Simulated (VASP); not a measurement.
Write the native input for VASP 6.6.1 that does the following.

| Property | Result |
| --- | --- |
| Task | single point |
| Functional | PBE |
| Dispersion | D3(BJ) |
| Potentials or basis | VASP PAW PBE potentials, release 64 (Ga_d, O) |
| Cutoff | 600 eV |
| k mesh | 6 × 6 × 6 |
| Occupations | gaussian, width 0.02 eV |
| Spin | no spin polarisation |
| Dipole correction | no |
| Further INCAR settings | ALGO = Normal; EDIFF = 1e-06; NBANDS = 55 |

The structure of Ga2O3 lies in POSCAR:

```
Ga2O3
1.0
    2.5161843212      1.4527197119      4.5105405166
   -2.5161843212      1.4527197119      4.5105405166
    0.0000000000     -2.9054393736      4.5105405328
Ga O
4 6
Direct
    0.3559062418      0.3559062418      0.3559062418
    0.1440937582      0.1440937582      0.1440937582
    0.6440937582      0.6440937582      0.6440937582
    0.8559062418      0.8559062418      0.8559062418
    0.5531578677      0.9468421323      0.2500000000
    0.2500000000      0.5531578677      0.9468421323
    0.9468421323      0.2500000000      0.5531578677
    0.4468421323      0.0531578677      0.7500000000
    0.7500000000      0.4468421323      0.0531578677
    0.0531578677      0.7500000000      0.4468421323
```

The input as run:

INCAR

```
PREC = Accurate
ENCUT = 600
EDIFF = 1E-6
ISMEAR = 0
SIGMA = 0.02
LREAL = False
LASPH = True
NELM = 120
ALGO = Normal
ISIF = 2
LWAVE = False
LCHARG = True
GGA = PE
IVDW = 12
LELF = True
LVHAR = True
NBANDS = 55
GGA_COMPAT = False
```

KPOINTS

```
Automatic mesh
0
Gamma
  6 6 6
```

Potentials or basis: VASP PAW PBE potentials, release 64 (Ga_d, O).

The run is started by

```console
$ cat potpaw_PBE.64/Ga_d/POTCAR potpaw_PBE.64/O/POTCAR > POTCAR
$ mpirun -np 1 vasp_std > vasp.out
```

It gave:

| Item | Value |
| --- | --- |
| Pressure | 0.7 GPa |
| Largest force | 0.014 eV/Å |
| Band gap on the k mesh | 2.56 eV (least direct gap 2.81 eV) |
| Dispersion energy per atom | -0.211 eV |

Run time: 7 min on 1 thread of Oxide Virtual Turin-like Processor, on a shared host, peak memory 0.37 GiB.
